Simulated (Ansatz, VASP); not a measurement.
# One calculation of HfO2, two programs

The input INCAR:

```
SYSTEM = HfO2
PREC = Accurate
ENCUT = 520
EDIFF = 1E-6
ISMEAR = 0
SIGMA = 0.02
LREAL = .FALSE.
LASPH = .TRUE.
NELM = 80
ALGO = Normal
ISIF = 2
LWAVE = .FALSE.
LCHARG = .FALSE.
GGA = PE
NBANDS = 18
```

Contents of KPOINTS:

```
Automatic mesh
0
G
  8 8 8
  0 0 0
```

The input POSCAR:

```
HfO2
1.0
    0.0000000000      2.4967747169      2.4967747169
    2.4967747169      0.0000000000      2.4967747169
    2.4967747169      2.4967747169      0.0000000000
Hf O
1 2
Direct
    0.0000000000      0.0000000000      0.0000000000
    0.2500000000      0.2500000000      0.2500000000
    0.7500000000      0.7500000000      0.7500000000
```

Input for Ansatz:

```yaml
crystal:
  lattice:
    - [0.0, 2.4967747176, 2.4967747176]
    - [2.4967747176, 0.0, 2.4967747176]
    - [2.4967747176, 2.4967747176, 0.0]
  atoms:
    - { symbol: Hf, position: [0.0, 0.0, 0.0] }
    - { symbol: O, position: [0.25, 0.25, 0.25] }
    - { symbol: O, position: [0.75, 0.75, 0.75] }
basis:
  ecutwfc: 420
kpoints:
  mp_grid: { grid: [8, 8, 8] }
hamiltonian:
  xc: pbe
scf:
  occupations: { method: gaussian, width: 0.02 }
output:
  forces: true
  stress: true
  eigenvalues: true
  write_density: true
  write_potential: true
  elf: true
  volumetric_format: npy
```

Alike in both runs: task single point; functional PBE; k mesh 8 × 8 × 8; occupations gaussian, width 0.02 eV; no spin polarisation.

|  | VASP | Ansatz |
| --- | --- | --- |
| version | VASP 6.6.1 | Ansatz 0.2.0 |
| potentials or method | VASP PAW PBE potentials, release 64 (Hf_pv, O), cutoff 520 eV | scalar-relativistic, plane waves, PAW |
| valence electrons in the cell | 22 | 38 |

```tsv
	VASP	Ansatz	Ansatz less VASP
gap on the k mesh at the Fermi level (eV)	3.92	3.89	-0.030
least direct gap on the mesh (eV)	3.92	3.89	-0.030
pressure (GPa)	13.1	17.3	+4.20
```

One of these differences is far larger than is usual between the two programs; its cause wasn't traced. VASP's potentials hold 22 valence electrons a cell and Ansatz's 38, so a difference there can come from the potentials and not from the codes.

Neither program's run includes spin-orbit coupling.
